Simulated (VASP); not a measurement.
# Al15GaN16: single point with PBE

The system is Al15GaN16.

```
Al Ga N
1.0
     3.12980    0.00000    0.00000
    -1.56490    2.71049    0.00000
     0.00000    0.00000   40.30298
Al Ga N
15 1 16
Direct
  0.66667 0.33333 0.06531
  0.33333 0.66667 0.12761
  0.66667 0.33333 0.18988
  0.33333 0.66667 0.25214
  0.66667 0.33333 0.31441
  0.33333 0.66667 0.37667
  0.66667 0.33333 0.43893
  0.33333 0.66667 0.50120
  0.66667 0.33333 0.56346
  0.33333 0.66667 0.62573
  0.66667 0.33333 0.68799
  0.33333 0.66667 0.75025
  0.66667 0.33333 0.81252
  0.33333 0.66667 0.87478
  0.66667 0.33333 0.93699
  0.33333 0.66667 0.00141
  0.33333 0.66667 0.05076
  0.66667 0.33333 0.11281
  0.33333 0.66667 0.17508
  0.66667 0.33333 0.23734
  0.33333 0.66667 0.29961
  0.66667 0.33333 0.36187
  0.33333 0.66667 0.42414
  0.66667 0.33333 0.48640
  0.33333 0.66667 0.54866
  0.66667 0.33333 0.61093
  0.33333 0.66667 0.67319
  0.66667 0.33333 0.73546
  0.33333 0.66667 0.79772
  0.66667 0.33333 0.85998
  0.33333 0.66667 0.92225
  0.66667 0.33333 0.98445
```

```
Program             : VASP 6.6.1
Task                : single point
Functional          : PBE
Potentials or basis : VASP PAW PBE potentials, release 64 (Al, Ga_d, N)
Cutoff              : 520 eV
k mesh              : 8 × 8 × 1
Occupations         : gaussian, width 0.01 eV
Spin                : no spin polarisation
```

```json
{
 "Pressure": "0.3 GPa",
 "Largest force": "0.017 eV/Å",
 "Band gap on the k mesh": "3.41 eV"
}
```

Forces in eV/Å, atoms in the order of the input:
```
Al   0.000  0.000  0.005
Al   0.000  0.000  0.001
Al   0.000  0.000  0.001
Al   0.000  0.000  0.007
Al   0.000  0.000 -0.005
Al   0.000  0.000  0.000
Al   0.000  0.000  0.005
Al   0.000  0.000 -0.006
Al   0.000  0.000  0.001
Al   0.000  0.000 -0.001
Al   0.000  0.000 -0.001
Al   0.000  0.000  0.005
Al   0.000  0.000  0.002
Al   0.000  0.000 -0.002
Al   0.000  0.000  0.002
Ga   0.000  0.000 -0.008
N    0.000  0.000  0.017
N    0.000  0.000 -0.002
N    0.000  0.000 -0.002
N    0.000  0.000 -0.002
N    0.000  0.000 -0.001
N    0.000  0.000 -0.002
N    0.000  0.000 -0.001
N    0.000  0.000  0.000
N    0.000  0.000 -0.001
N    0.000  0.000  0.000
N    0.000  0.000 -0.002
N    0.000  0.000 -0.001
N    0.000  0.000 -0.002
N    0.000  0.000 -0.001
N    0.000  0.000  0.000
N    0.000  0.000 -0.006
```

Stress tensor (GPa, compression positive):
```
 0.55  0.00  0.00
 0.00  0.55  0.00
 0.00  0.00 -0.15
```

Levels at points of the mesh, in eV from the valence-band top:
```
           k point  band 65  band 66  band 67  band 68  band 69  band 70  band 71  band 72  band 73  band 74
(0.00, 0.00, 0.00)    -0.49    -0.49    -0.31     0.00     0.00     3.41     3.84     4.00     4.52     4.65
(0.50, 0.00, 0.00)    -1.27    -1.23    -1.10    -1.04    -0.95     4.39     4.57     4.63     4.71     4.86
```

Wall time 16 min on 1 thread of Intel Xeon 8259CL, on a shared host, peak memory 0.52 GiB.
